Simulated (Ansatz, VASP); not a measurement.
**Mg2NCl: VASP beside Ansatz**

File POSCAR:

```
Mg2NCl
1.0
    1.6789072465      0.9693175507      6.0544217066
   -1.6789072465      0.9693175507      6.0544217066
    0.0000000000     -1.9386351014      6.0544217066
Mg N Cl
2 1 1
Direct
    0.2229104119      0.2229104119      0.2229104119
    0.7770895881      0.7770895881      0.7770895881
    0.5000000000      0.5000000000      0.5000000000
    0.0000000000      0.0000000000      0.0000000000
```

The input INCAR.step1:

```
SYSTEM = Mg2NCl
PREC = Accurate
ENCUT = 520
ISMEAR = 0
SIGMA = 0.01
LREAL = .FALSE.
LASPH = .TRUE.
NELM = 80
NBANDS = 16
GGA = PE
ALGO = Normal
EDIFF = 1E-4
LWAVE = .TRUE.
LCHARG = .FALSE.
```

File INCAR.step2:

```
SYSTEM = Mg2NCl
PREC = Accurate
ENCUT = 520
EDIFF = 1E-6
ISMEAR = 0
SIGMA = 0.01
LREAL = .FALSE.
LASPH = .TRUE.
NELM = 80
ALGO = Normal
ISIF = 2
LWAVE = .FALSE.
LCHARG = .FALSE.
METAGGA = R2SCAN
LMIXTAU = .TRUE.
NBANDS = 16
ISTART = 1
```

KPOINTS

```
Automatic mesh
0
G
  8 8 8
  0 0 0
```

Input for Ansatz:

```yaml
crystal:
  lattice:
    - [1.6789072465, 0.9693175507, 6.0544217066]
    - [-1.6789072465, 0.9693175507, 6.0544217066]
    - [0.0, -1.9386351014, 6.0544217066]
  atoms:
    - { symbol: Mg, position: [0.2229104119, 0.2229104119, 0.2229104119] }
    - { symbol: Mg, position: [0.7770895881, 0.7770895881, 0.7770895881] }
    - { symbol: "N", position: [0.5, 0.5, 0.5] }
    - { symbol: Cl, position: [0.0, 0.0, 0.0] }
kpoints:
  mp_grid: { grid: [8, 8, 8] }
hamiltonian:
  xc: r2scan
scf:
  occupations: { method: fixed }
  n_extra_bands: 5
output:
  forces: true
  stress: true
  eigenvalues: true
```

Alike in both runs: task single point; functional r2SCAN; k mesh 8 × 8 × 8; no spin polarisation.

```csv
,VASP,Ansatz
version,VASP 6.6.1,Ansatz 0.2.0
potentials or method,"VASP PAW PBE potentials, release 64 (Mg, N, Cl)","plane waves, PAW"
plane-wave cutoff (eV),520,500
occupations,"gaussian, width 0.01 eV",fixed
valence electrons in the cell,16,32
```

Ansatz gave:

| Quantity | Value |
| --- | --- |
| gap on the k mesh at the Fermi level (eV) | 2.71 |
| pressure (GPa) | -5.0 |
| traceless stress, the component that is largest in VASP (GPa) | 0.64 |
| rms of the force components (eV/Å) | 0.101 |

Question: What did VASP give for the same quantities?

Answer: gap on the k mesh at the Fermi level (eV): 2.67; pressure (GPa): -5.5; traceless stress, the component that is largest in VASP (GPa): 0.55; rms of the force components (eV/Å): 0.128.

VASP's potentials were made for PBE, not for r2SCAN. Atom by atom the forces differ by 0.027 eV/Å (rms over components). VASP's potentials hold 16 valence electrons a cell and Ansatz's 32, so a difference there can come from the potentials and not from the codes.
